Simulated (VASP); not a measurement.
# PbS in VASP: a series of runs

PbS is run at these levels: PBE; tasks: electric field gradients.

Program: VASP 6.6.1. These are calculated values, not measurements. Logs are shortened: lines on timing, memory, paths and dates and some standing lists are left out, and cuts for length are marked.

## 1. The cell of the first run

The cell holds a slab with vacuum, 4 atoms: a = 4.089 Å, b = 4.172 Å, c = 11.739 Å, α = 92.18°, β = 93.71°, γ = 89.21°.

## 2. Electric field gradients, PBE (equal xy, yz and zx shear strains of +2 %)

The input, INCAR:

```
SYSTEM = PbS
PREC = Accurate
ENCUT = 520
EDIFF = 1E-8
ISMEAR = -1
SIGMA = 0.01
LREAL = .False.
LASPH = .True.
NELM = 60
ALGO = Normal
ISIF = 2
LWAVE = .False.
LCHARG = .False.
GGA = PE
LEFG = .True.
NBANDS = 28
```

The input, KPOINTS:

```
Automatic mesh
0
Gamma
  7 7 3
  0 0 0
```

The input, POSCAR:

```
PbS
1.0
    2.9115000000     -2.8705950000      0.0004050000
    2.9695000000      2.9294050000      0.0584050000
   -0.9629571000      0.1062924000     11.6984895000
Pb S
2 2
Direct
    0.7756000000      0.7756000000      0.6363800000
    0.2244000000      0.2244000000      0.3636200000
    0.2684000000      0.2684000000      0.5986000000
    0.7316000000      0.7316000000      0.4014000000
```

Potentials or basis: VASP PAW PBE potentials, release 64 (Pb_d, S).

The run is started by

```sh
cat potpaw_PBE.64/Pb_d/POTCAR potpaw_PBE.64/S/POTCAR > POTCAR
mpirun -np 1 vasp_std > vasp.out
```

OUTCAR:

```text
SYSTEM = PbS
   PREC = Accurate
   ENCUT = 520
   EDIFF = 1E-8
   ISMEAR = -1
   LREAL = .False.
   LASPH = .True.
   NELM = 60
   ISIF = 2
   GGA = PE

 ion  position               nearest neighbor table
   1  0.776  0.776  0.636-   4 2.75   3 2.93   3 2.94   3 2.96   3 2.98
   2  0.224  0.224  0.364-   3 2.75   4 2.93   4 2.94   4 2.96   4 2.98
   3  0.268  0.268  0.599-   2 2.75   1 2.93   1 2.94   1 2.96   1 2.98
   4  0.732  0.732  0.401-   1 2.75   2 2.93   2 2.94   2 2.96   2 2.98

  LATTYP: Found a triclinic cell.
 ALAT       =    14.7335660947
 B/A-ratio  =     0.2775065376
 C/A-ratio  =     0.2831399350
 COS(alpha) =     0.0138708094
 COS(beta)  =     0.0380397253
 COS(gamma) =     0.6065403910

  Lattice vectors:

 A1 = (  -6.7859571000,   5.8474824000,  11.6976795000)
 A2 = (  -2.9115000000,   2.8705950000,  -0.0004050000)
 A3 = (  -2.9695000000,  -2.9294050000,  -0.0584050000)

Analysis of symmetry for initial positions (statically):
=====================================================================
 Subroutine PRICEL returns:
 Original cell was already a primitive cell.

 Routine SETGRP: Setting up the symmetry group for a
 triclinic supercell.

 Subroutine GETGRP returns: Found  2 space group operations
 (whereof  2 operations were pure point group operations)
 out of a pool of  2 trial point group operations.

The static configuration has the point symmetry S_2 .

Analysis of symmetry for dynamics (positions and initial velocities):
=====================================================================
 Subroutine PRICEL returns:
 Original cell was already a primitive cell.

 Routine SETGRP: Setting up the symmetry group for a
 triclinic supercell.

 Subroutine GETGRP returns: Found  2 space group operations
 (whereof  2 operations were pure point group operations)
 out of a pool of  2 trial point group operations.

The dynamic configuration has the point symmetry S_2 .

 Subroutine INISYM returns: Found  2 space group operations
 (whereof  2 operations are pure point group operations),
 and found     1 'primitive' translations

[... 139 lines left out ...]
  ext. energy  EPLUGINS =         0.00000000
  ---------------------------------------------------
  free energy    TOTEN  =       -17.17736491 eV

  energy without entropy =      -17.17736491  energy(sigma->0) =      -17.17736491

 E-fermi :   0.9294     XC(G=0):  -5.9154

 val. band max:        0.7171270813   @ k =   0.0000   0.4286   0.3333
 cond. band min:       1.9810840573   @ k =  -0.0000   0.0000   0.3333
 fundamental gap:      1.2639569760
 Fermi energy:         0.9293659443

 k-point     1 :       0.0000    0.0000    0.0000
  band No.  band energies     occupation
      1     -15.6244      2.00000
      2     -15.5445      2.00000
      3     -15.5435      2.00000
      4     -15.5308      2.00000
      5     -15.5051      2.00000
      6     -15.4987      2.00000
[... 733 lines left out ...]
     27       6.6455      0.00000
     28       7.5458      0.00000

 [... further k-points ...]

------------------------ aborting loop because EDIFF is reached ----------------------------------------

  FORCE on cell =-STRESS in cart. coord.  units (eV):
  Direction    XX          YY          ZZ          XY          YZ          ZX
  --------------------------------------------------------------------------------------
  -------------------------------------------------------------------------------------
  Total        0.6317084      1.7421329     -1.5088318     -0.2934252     -0.1399334     -0.1543216
  in kB        5.0696375     13.9811075    -12.1087999     -2.3548197     -1.1230047     -1.2384744
  external PRESSURE =       2.3139817 kB  Pullay stress =       0.0000000 kB

 VOLUME and BASIS-vectors are now :
 -----------------------------------------------------------------------------
  energy-cutoff  :      520.00
  volume of cell :      199.64
      direct lattice vectors                 reciprocal lattice vectors
     2.911500000 -2.870595000  0.000405000     0.171624872 -0.174287150  0.015710814
     2.969500000  2.929405000  0.058405000     0.168210062  0.170608732  0.012296003
    -0.962957100  0.106292400 11.698489500    -0.000845735 -0.000845735  0.085419189

 POSITION                                       TOTAL-FORCE (eV/Angst)
 -----------------------------------------------------------------------------------
      3.94850      0.11326      7.49030        -0.005827     -0.007077     -0.409262
      0.96955      0.05185      4.26700         0.005827      0.007077      0.409262
      1.00203      0.07941      7.01850        -0.060816     -0.057325     -0.065880
      3.91601      0.08569      4.73880         0.060816      0.057325      0.065880
 -----------------------------------------------------------------------------------
    total drift:                               -0.000000     -0.000000      0.000000

  FREE ENERGIE OF THE ION-ELECTRON SYSTEM (eV)
  ---------------------------------------------------
  free  energy   TOTEN  =       -17.1773649063 eV

  energy  without entropy=      -17.1773649063  energy(sigma->0) =      -17.17736491

 Electric field gradients (V/A^2)
---------------------------------------------------------------------
 ion       V_xx      V_yy      V_zz      V_xy      V_xz      V_yz
---------------------------------------------------------------------
   1      94.951    38.079  -133.030    -2.058     3.445     3.813
   2      94.951    38.079  -133.030    -2.058     3.445     3.813
   3       0.363    -1.474     1.111     3.757     3.383     3.219
   4       0.363    -1.474     1.111     3.757     3.383     3.219
---------------------------------------------------------------------

 Electric field gradients after diagonalization (V/A^2)
 (convention: |V_zz| > |V_xx| > |V_yy|)
----------------------------------------------------------------------
 ion       V_xx      V_yy      V_zz     asymmetry (V_yy - V_xx)/ V_zz
----------------------------------------------------------------------
   1      95.074    38.095  -133.168       0.428
   2      95.074    38.095  -133.168       0.428
   3      -4.493    -2.503     6.996       0.284
   4      -4.493    -2.503     6.996       0.284
----------------------------------------------------------------------

           NMR quadrupolar parameters

 Cq : quadrupolar parameter    Cq=e*Q*V_zz/h
 eta: asymmetry parameters     (V_yy - V_xx)/ V_zz
 Q  : nuclear electric quadrupole moment in mb (millibarn)
----------------------------------------------------------------------
 ion       Cq(MHz)       eta       Q (mb)
----------------------------------------------------------------------
   1      -0.322       0.428       1.000
   2      -0.322       0.428       1.000
   3       0.017       0.284       1.000
   4       0.017       0.284       1.000
----------------------------------------------------------------------
```

OSZICAR:

```text
N       E                     dE             d eps       ncg     rms          rms(c)
DAV:   1     0.405317947319E+03    0.40532E+03   -0.17773E+04  4200   0.130E+03
DAV:   2     0.331512033477E+02   -0.37217E+03   -0.36091E+03  4416   0.349E+02
[... 14 lines left out ...]
DAV:  17    -0.171773643405E+02   -0.23815E-06   -0.36360E-07  4984   0.343E-03    0.195E-03
DAV:  18    -0.171773649364E+02   -0.59585E-06   -0.56773E-07  3944   0.377E-03    0.218E-03
DAV:  19    -0.171773649469E+02   -0.10531E-07   -0.35388E-08  4792   0.113E-03    0.101E-03
DAV:  20    -0.171773649288E+02    0.18154E-07   -0.36156E-09  3476   0.364E-04    0.339E-04
DAV:  21    -0.171773649059E+02    0.22827E-07   -0.33181E-09  3664   0.379E-04    0.189E-04
DAV:  22    -0.171773649063E+02   -0.34925E-09   -0.46192E-10  2920   0.174E-04
   1 F= -.17177365E+02 E0= -.17177365E+02  d E =-.149262E-10
```

stdout:

```text
POSCAR found type information on POSCAR PbS
 POSCAR found :  2 types and       4 ions
 scaLAPACK will be used
 LDA part: xc-table for (Slater+PW92), standard interpolation
 POSCAR, INCAR and KPOINTS ok, starting setup
 FFT: planning ... GRIDC
 FFT: planning ... GRID_SOFT
 FFT: planning ... GRID
 WAVECAR not read
 entering main loop
ion   1
     0.0000688     0.0689479     0.0421759    -1.1119208     0.0414561    -0.0715535
     0.0000947     0.0689479     0.0421759    -1.1119208     0.0414560    -0.0715535
     0.0001304     0.0689479     0.0421759    -1.1119207     0.0414560    -0.0715535
     0.0001796     0.0689479     0.0421759    -1.1119206     0.0414560    -0.0715535

     0.0000688     1.8422198    -3.5019829   105.4086153    -3.1672439   -25.9970770
     0.0000947     1.8429434    -3.4978926   105.2902608    -3.1634411   -25.9787274
     0.0001304     1.8441181    -3.4916698   105.1100959    -3.1576534   -25.9511244
     0.0001796     1.8460081    -3.4822443   104.8370493    -3.1488835   -25.9097837
[... 23 lines left out ...]
ion   4
     0.0000369    -0.2216526    -0.1885062    -0.0833743    -0.1982829    -0.1042306
     0.0000508    -0.2216526    -0.1885062    -0.0833743    -0.1982829    -0.1042306
     0.0000700    -0.2216526    -0.1885062    -0.0833743    -0.1982829    -0.1042306
     0.0000964    -0.2216526    -0.1885062    -0.0833743    -0.1982829    -0.1042306

     0.0000369    -3.4783725    -2.9856559    -1.0503348    -3.1382578    -0.9259601
     0.0000508    -3.4783664    -2.9856507    -1.0503330    -3.1382524    -0.9259586
     0.0000700    -3.4783564    -2.9856421    -1.0503301    -3.1382433    -0.9259561
     0.0000964    -3.4783398    -2.9856279    -1.0503251    -3.1382284    -0.9259520
```

It took 6.5 min on 1 thread of AMD EPYC 7R13 (Zen 3), shared host; peak memory 0.47 GiB.

What came out:

```
Free energy                             : -17.1774 eV
Largest force                           : 0.409 eV/Å
Band gap on the k mesh                  : 1.26 eV
Largest electric field gradient by atom : Pb -133.2; S +7.0 V/Å²
```

Forces on the atoms (eV/Å):
```
Pb  -0.006 -0.007 -0.409
Pb   0.006  0.007  0.409
S   -0.061 -0.057 -0.066
S    0.061  0.057  0.066
```

Levels at points of the mesh, in eV from the valence-band top:
| k point | band 18 | band 19 | band 20 | band 21 | band 22 | band 23 |
| --- | --- | --- | --- | --- | --- | --- |
| (0.00, 0.00, 0.00) | -1.49 | -1.28 | 0.00 | 1.37 | 2.99 | 4.99 |

Electric field gradients, principal values (V/Å²):
```
atom   least  middle  greatest (by size)
1 Pb  38.095  95.074            -133.168
2 Pb  38.095  95.074            -133.168
 3 S  -2.503  -4.493               6.996
 4 S  -2.503  -4.493               6.996
```

Caveat: the cell differs from its parent crystal (equal xy, yz and zx shear strains of +2 %); without QUAD_EFG the Cq values of the log hold for a quadrupole moment of 1 mb, not for the nuclei; spin-orbit coupling is left out, which moves the levels of the heavy elements.

(Continued in part 2 of 3.)
